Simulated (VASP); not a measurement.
# K7S4O16 (a cell with a defect) in VASP: notebook

Runs on K7S4O16 (a cell with a defect). Level: LDA. Tasks: single point.

Program: VASP 6.6.1. These are calculated values, not measurements. Logs are shortened: lines on timing, memory, paths and dates and some standing lists are left out, and cuts for length are marked.

## 1. The cell of the first run

The cell holds a defect, 27 atoms: a = 7.526 Å, b = 5.808 Å, c = 10.140 Å, α = 90.00°, β = 90.00°, γ = 90.00°.

## 2. Single point, LDA

Contents of INCAR:

```
  PREC = Accurate
  ENCUT = 520
  EDIFF = 1E-6
  ISMEAR = -1
  SIGMA = 0.05
  LREAL = Auto
  LASPH = True
  NELM = 80
  ALGO = Normal
  ISIF = 2
  LWAVE = False
  LCHARG = False
  NBANDS = 110
  NELECT = 184.0
```

Contents of KPOINTS:

```
Automatic mesh
0
Gamma
  1 2 1
```

Contents of POSCAR:

```
K7S4O16
1.0
    7.5258130000      0.0000000000      0.0000000000
    0.0000000000      5.8078030000      0.0000000000
    0.0000000000      0.0000000000     10.1398950000
K S O
7 4 16
Direct
    0.7746804232      0.7440679376      0.1128907153
    0.3159260003      0.7413130232      0.3776370465
    0.2258759286      0.2441026323      0.9061040573
    0.6338185655      0.3328453117      0.5658145375
    0.5227873719      0.7136089155      0.8301466633
    0.0558743620      0.8031264146      0.7186267708
    1.0096716461      0.2858223669      0.2811370335
    0.7804738172      0.7350111565      0.4207440018
    0.2454352772      0.7369223784      0.0758291876
    0.2208532155      0.2759046751      0.5694043183
    0.7305124377      0.2109231322      0.9065084007
    0.9734496459      0.7541750297      0.3829625455
    0.4374278234      0.7015906015      0.0744485027
    0.0307475086      0.2962738233      0.5853808151
    0.5394234483      0.2180342549      0.8846442690
    0.7261142417      0.7392640556      0.5626784104
    0.2015994817      0.7360442494      0.9349603719
    0.2780696252      0.2642135072      0.4321050662
    0.7753580909      0.2098039482      0.0469531489
    0.6756346457      0.9129786255      0.3519563072
    0.1725660736      0.5442849904      0.1557412577
    0.3139594353      0.4917177804      0.6299670756
    0.7970035928     -0.0046489180      0.8462316424
    0.2851917793      0.0607630803      0.6368014659
    0.7987044058      0.4229482302      0.8294464588
    0.7126140392      0.5186642867      0.3610195175
    0.2144618794      0.9571433466      0.1349323637
```

Potentials or basis: VASP PAW LDA potentials, release 64 (K_sv, S, O).

Command:

```bash
$ cat potpaw_LDA.64/K_sv/POTCAR potpaw_LDA.64/S/POTCAR potpaw_LDA.64/O/POTCAR > POTCAR
$ mpirun -np 1 vasp_std > vasp.out
```

OUTCAR:

```text
PREC = Accurate
   ENCUT = 520
   EDIFF = 1E-6
   ISMEAR = -1
   LREAL = Auto
   LASPH = True
   NELM = 80
   ISIF = 2
   NELECT = 184.0

 ion  position               nearest neighbor table
   1  0.775  0.744  0.113-  13 2.58  20 2.72  19 2.79  26 2.87   8 3.12   5 3.44   7 3.62
   2  0.316  0.741  0.378-  12 2.58  21 2.75  18 2.84  27 2.87   9 3.11   7 3.64
   3  0.226  0.244  0.906-  15 2.37  27 2.86  17 2.88   6 3.44   5 3.61
   4  0.634  0.333  0.566-  26 2.41  16 2.46  22 2.66   8 2.97  10 3.13   5 3.57
   5  0.523  0.714  0.830-  13 2.56  23 2.64  17 2.64  25 2.68  22 2.87   9 3.25   1 3.44   4 3.57
                             3 3.61   6 3.73
   6  0.056  0.803  0.719-  24 2.43  17 2.48  23 2.59  22 2.80   3 3.44   5 3.73
   7  0.010  0.286  0.281-  21 2.32  18 2.54  26 2.74  27 2.87   1 3.62   2 3.64
   8  0.780  0.735  0.421-  20 1.48  26 1.49  16 1.50  12 1.51   4 2.97   1 3.12
   9  0.245  0.737  0.076-  27 1.43  13 1.46  17 1.47  21 1.49   2 3.11   5 3.25
  10  0.221  0.276  0.569-  14 1.44  18 1.46  24 1.50  22 1.56   4 3.13
  11  0.731  0.211  0.907-  15 1.46  19 1.46  23 1.48  25 1.55
  12  0.973  0.754  0.383-   8 1.51   2 2.58
  13  0.437  0.702  0.074-   9 1.46   5 2.56   1 2.58
  14  0.031  0.296  0.585-  10 1.44
  15  0.539  0.218  0.885-  11 1.46   3 2.37
  16  0.726  0.739  0.563-   8 1.50   4 2.46
  17  0.202  0.736  0.935-   9 1.47   6 2.48   5 2.64   3 2.88
  18  0.278  0.264  0.432-  10 1.46   7 2.54   2 2.84
  19  0.775  0.210  0.047-  11 1.46   1 2.79
  20  0.676  0.913  0.352-   8 1.48   1 2.72
  21  0.173  0.544  0.156-   9 1.49   7 2.32   2 2.75
  22  0.314  0.492  0.630-  10 1.56   4 2.66   6 2.80   5 2.87
  23  0.797  0.995  0.846-  11 1.48   6 2.59   5 2.64
  24  0.285  0.061  0.637-  10 1.50   6 2.43
  25  0.799  0.423  0.829-  11 1.55   5 2.68
  26  0.713  0.519  0.361-   8 1.49   4 2.41   7 2.74   1 2.87
  27  0.214  0.957  0.135-   9 1.43   3 2.86   2 2.87   7 2.87

  LATTYP: Found a simple orthorhombic cell.
 ALAT       =     5.8078030000
 B/A-ratio  =     1.2958106534
 C/A-ratio  =     1.7459089091

  Lattice vectors:

 A1 = (   0.0000000000,  -5.8078030000,   0.0000000000)
 A2 = (   7.5258130000,   0.0000000000,   0.0000000000)
 A3 = (   0.0000000000,   0.0000000000,  10.1398950000)

Analysis of symmetry for initial positions (statically):
=====================================================================
 Subroutine PRICEL returns:
 Original cell was already a primitive cell.

 Routine SETGRP: Setting up the symmetry group for a
 simple orthorhombic supercell.

 Subroutine GETGRP returns: Found  1 space group operations
 (whereof  1 operations were pure point group operations)
 out of a pool of  8 trial point group operations.
[... 156 lines left out ...]
   EFERMI =   0.00;   METHOD = LEGACY
   ISMEAR =    -1;   SIGMA  =   0.05  broadening in eV -4-tet -1-fermi 0-gaus
   EFERMI_NEDOS =   21; number of points for ismear=-14 and -15
   IALGO  =     38    algorithm
   IMIX   =      4    mixing-type and parameters
     AMIX     =   0.40;   BMIX     =  1.00
     AMIX_MAG =   1.60;   BMIX_MAG =  1.00
  volume/ion in A,a.u.               =      16.41       110.77
  Fermi-wavevector in a.u.,A,eV,Ry     =   1.221278  2.307881 20.293360  1.491520
  Thomas-Fermi vector in A             =   2.356466
   LORBIT       =      0    0 simple, 1 ext, 2 COOP (PROOUT), +10 PAW based schemes
   GGA     = CA    functional components
   LHFCALC =     F    Hartree Fock is set to
   AEXX    =    0.0000 exact exchange contribution
   IVDW    =     0    specifies the selected vdW correction
   LEPSILON=     F    determine dielectric tensor
   LRPA    =     F    only Hartree local field effects (RPA)
 non-spin polarized calculation
  energy-cutoff  :      520.00
  volume of cell :      443.20
 maximum number of plane-waves:     11930
 NGX is ok and might be reduce to    54
   NGX = 27   NGY = 21   NGZ = 37

 number of electron     183.9999995 magnetization

 Free energy of the ion-electron system (eV)
  ---------------------------------------------------
  ext. energy  EPLUGINS =         0.00000000
  ---------------------------------------------------
  free energy    TOTEN  =      -166.14638896 eV

  energy without entropy =     -166.14638896  energy(sigma->0) =     -166.14638896

 E-fermi :   0.8221     XC(G=0):  -9.2496

 val. band max:       -0.3460782702   @ k =   0.0000   0.0000   0.0000
 cond. band min:       4.2664704839   @ k =   0.0000   0.0000   0.0000
 fundamental gap:      4.6125487542
 Fermi energy:         0.8221059664

 k-point     1 :       0.0000    0.0000    0.0000
  band No.  band energies     occupation
      1     -28.3561      2.00000
      2     -28.1022      2.00000
      3     -27.8532      2.00000
      4     -27.7887      2.00000
      5     -27.5891      2.00000
      6     -27.5484      2.00000
[... 96 lines left out ...]
    103       7.2428      0.00000
    104       7.2472      0.00000

 k-point     2 :       0.0000    0.5000    0.0000
  band No.  band energies     occupation
      1     -28.3539      2.00000
      2     -28.1013      2.00000
      3     -27.8518      2.00000
      4     -27.7879      2.00000
      5     -27.5886      2.00000
      6     -27.5487      2.00000
[... 96 lines left out ...]
    103       7.3671      0.00000
    104       7.4686      0.00000
 [bands above 104 left out]

------------------------ aborting loop because EDIFF is reached ----------------------------------------

  FORCE on cell =-STRESS in cart. coord.  units (eV):
  Direction    XX          YY          ZZ          XY          YZ          ZX
  --------------------------------------------------------------------------------------
  -------------------------------------------------------------------------------------
  Total        7.6588549      1.1115395      2.1654549     -1.1372887      1.0840791      1.8099489
  in kB       27.6869852      4.0182479      7.8281831     -4.1113322      3.9189779      6.5430183
  external PRESSURE =      13.1778054 kB  Pullay stress =       0.0000000 kB

 VOLUME and BASIS-vectors are now :
 -----------------------------------------------------------------------------
  energy-cutoff  :      520.00
  volume of cell :      443.20
      direct lattice vectors                 reciprocal lattice vectors
     7.525813000  0.000000000  0.000000000     0.132876010  0.000000000  0.000000000
     0.000000000  5.807803000  0.000000000     0.000000000  0.172182149  0.000000000
     0.000000000  0.000000000 10.139895000     0.000000000  0.000000000  0.098620351

 POSITION                                       TOTAL-FORCE (eV/Angst)
 -----------------------------------------------------------------------------------
      5.83010      4.32140      1.14470        -0.077895      0.004182      0.060781
      2.37760      4.30540      3.82920         0.460636      0.190371      0.139924
      1.69990      1.41770      9.18780        -0.565720      0.088799      0.245598
      4.77000      1.93310      5.73730         0.045815     -1.274726      0.594505
      3.93440      4.14450      8.41760         0.164728      0.039932     -0.652441
      0.42050      4.66440      7.28680        -0.974171     -0.699739     -0.403220
[... 19 lines left out ...]
      5.36300      3.01230      3.66070         0.706464     -0.768702      0.000254
      1.61400      5.55890      1.36820        -1.670446      1.652059      0.730713
 -----------------------------------------------------------------------------------
    total drift:                               -0.010728      0.005082     -0.002539

  FREE ENERGIE OF THE ION-ELECTRON SYSTEM (eV)
  ---------------------------------------------------
  free  energy   TOTEN  =      -166.1463889623 eV

  energy  without entropy=     -166.1463889622  energy(sigma->0) =     -166.14638896
```

stdout:

```text
POSCAR found type information on POSCAR K S O
 POSCAR found :  3 types and      27 ions
 scaLAPACK will be used
 LDA part: xc-table for (Slater(with rela. corr.)+CA(PZ))
 , standard interpolation
 POSCAR, INCAR and KPOINTS ok, starting setup
 FFT: planning ... GRIDC
 FFT: planning ... GRID_SOFT
 FFT: planning ... GRID
 WAVECAR not read
 entering main loop
 the old and the new charge density differ
 old charge density:   183.00000 new  184.00000
    0.882E+01
```

It took 5.2 min on 1 thread of Intel Xeon 8259CL, shared host; peak memory 0.4 GiB.

Results:

| Property | Result |
| --- | --- |
| Free energy | -166.1464 eV |
| Largest force | 3.306 eV/Å |

Forces on the atoms (eV/Å):
```
K   -0.078  0.004  0.061
K    0.461  0.190  0.140
K   -0.566  0.089  0.246
K    0.046 -1.275  0.595
K    0.165  0.040 -0.652
K   -0.974 -0.700 -0.403
K   -0.809 -0.854  0.320
S   -1.361  0.318 -1.294
S    2.991 -1.353  0.391
S    1.872  0.795  1.561
S    0.780  1.519 -2.035
O   -1.253  0.201  1.400
O    1.488 -0.359  0.342
O   -0.678  0.069 -0.087
O   -0.996 -0.213  0.232
O    1.715  0.310 -0.559
O   -1.794 -0.267 -0.701
O    0.062  0.071 -0.643
O    0.429  0.555  0.185
O    0.647  1.146  0.177
O   -0.700  1.023 -1.430
O   -1.132 -1.741 -0.423
O    0.459  0.025  0.184
O    0.134  1.187 -0.094
O    0.055 -1.667  1.759
O    0.706 -0.769  0.000
O   -1.670  1.652  0.731
```

Caveat: the k points lie up to 0.83 Å⁻¹ apart, too coarse for converged energies, forces and pressures; the cell carries a net charge on a neutralising background, which shifts energy and pressure; the cell is charged against a uniform background, so pressure and absolute levels hang on convention.

(Part 1 of 2 ends here.)
